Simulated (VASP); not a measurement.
Wanted: the native input for a VASP 6.6.1 run.

| Property | Result |
| --- | --- |
| Task | single point |
| Functional | PBE |
| Potentials or basis | VASP PAW PBE potentials, release 64 (W_sv) |
| Cutoff | 500 eV |
| k mesh | 26 × 26 × 26 |
| Occupations | gaussian, width 0.15 eV |
| Spin | no spin polarisation |
| Dipole correction | no |
| Further INCAR settings | ALGO = Normal; EDIFF = 1e-06; NBANDS = 13 |

The structure of W lies in POSCAR:

```
W
1.0
   -1.5917793224      1.7111627716      1.5917793224
    1.5917793224     -1.7111627716      1.5917793224
    1.5917793224      1.7111627716     -1.5917793224
W
1
Direct
    0.0000000000      0.0000000000      0.0000000000
```

This cell differs from its parent crystal: strain +0.0750 x Voigt [0, 1, 0, 0, 0, 0].

One way to write it, as run:

INCAR

```
SYSTEM = W
PREC = Accurate
ENCUT = 500
EDIFF = 1E-6
ISMEAR = 0
SIGMA = 0.15
LREAL = .FALSE.
LASPH = .TRUE.
NELM = 120
ALGO = Normal
ISIF = 2
LWAVE = .FALSE.
LCHARG = .FALSE.
GGA = PE
NBANDS = 13
GGA_COMPAT = .FALSE.
```

KPOINTS

```
Automatic mesh
0
G
  26 26 26
  0 0 0
```

Potentials or basis: VASP PAW PBE potentials, release 64 (W_sv).

Run with:

```console
$ cat potpaw_PBE.64/W_sv/POTCAR > POTCAR
$ mpirun -np 1 vasp_std > vasp.out
```

It gave:

```json
{
  "Pressure": "-17.9 GPa",
  "Band gap on the k mesh": "zero (bands 7 and 8 overlap by 5.17 eV)"
}
```

Caveat: the cell differs from its parent crystal (strain +0.0750 x Voigt [0, 1, 0, 0, 0, 0]); the cell stands under tension; spin-orbit coupling is left out, which moves the levels of the heavy elements.

Run time: 4.3 min on 1 thread of Intel Xeon 8259CL (shared host), peak memory 0.37 GiB.
